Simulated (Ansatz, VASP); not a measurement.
**Sb: VASP beside Ansatz**

Contents of INCAR:

```
SYSTEM = Sb
  ALGO = Normal
  EDIFF = 1E-6
  ENCUT = 520
  GGA = PS
  ISIF = 2
  ISMEAR = -1
  ISPIN = 2
  LASPH = .TRUE.
  LCHARG = .FALSE.
  LORBIT = 11
  LREAL = .FALSE.
  LWAVE = .FALSE.
  MAGMOM = 0 0
  NBANDS = 16
  NELM = 150
  PREC = Accurate
  SIGMA = 0.1
```

The input KPOINTS:

```
k-points
0
G
  13 13 7
  0 0 0
```

File POSCAR:

```
Sb
1.0
    2.8307127973      0.0000000000      0.0000000000
   -1.4153563987      2.4514691933      0.0000000000
    0.0000000000      0.0000000000      4.5177838980
Sb
2
Direct
    0.3333333333      0.6666666667      0.2500000000
    0.6666666667      0.3333333333      0.7500000000
```

Input for Ansatz:

```yaml
crystal:
  lattice:
    - [2.8307127973, 0.0, 0.0]
    - [-1.4153563987, 2.4514691933, 0.0]
    - [0.0, 0.0, 4.517783898]
  atoms:
    - { symbol: Sb, position: [0.3333333333, 0.6666666667, 0.25] }
    - { symbol: Sb, position: [0.6666666667, 0.3333333333, 0.75] }
kpoints:
  mp_grid: { grid: [13, 13, 7] }
scf:
  occupations: { method: fermi_dirac, width: 0.1 }
  n_extra_bands: 16
  convergence: { dr2_threshold: 1.0e-11 }
hamiltonian:
  xc: pbesol
  pseudopotentials: { kind: all_electron, lapw: { basis_error: 0.001 } }
output:
  forces: true
  stress: true
  eigenvalues: true
  populations: true
magnetization:
  spin_polarized: true
```

Alike in both runs: task single point; functional PBEsol; k mesh 13 × 13 × 7; occupations fermi-dirac, width 0.1 eV; collinear spin.

|  | VASP | Ansatz |
| --- | --- | --- |
| version | VASP 6.6.1 | Ansatz 0.2.0 |
| potentials or method | VASP PAW PBE potentials, release 64 (Sb), cutoff 520 eV | all-electron LAPW, scalar-relativistic |

```tsv
	VASP	Ansatz	Ansatz less VASP
gap on the k mesh at the Fermi level (eV)	none	none	-
net moment per atom (μB)	0.00	0.00	0.000
```

VASP's potentials were made for PBE, not for PBEsol. A gap of «none» marks a metal or a gap that the smearing closes. Ansatz ran all-electron here, and VASP with PAW potentials. Ansatz's warnings: no starting moments.

Spin-orbit coupling is off throughout.
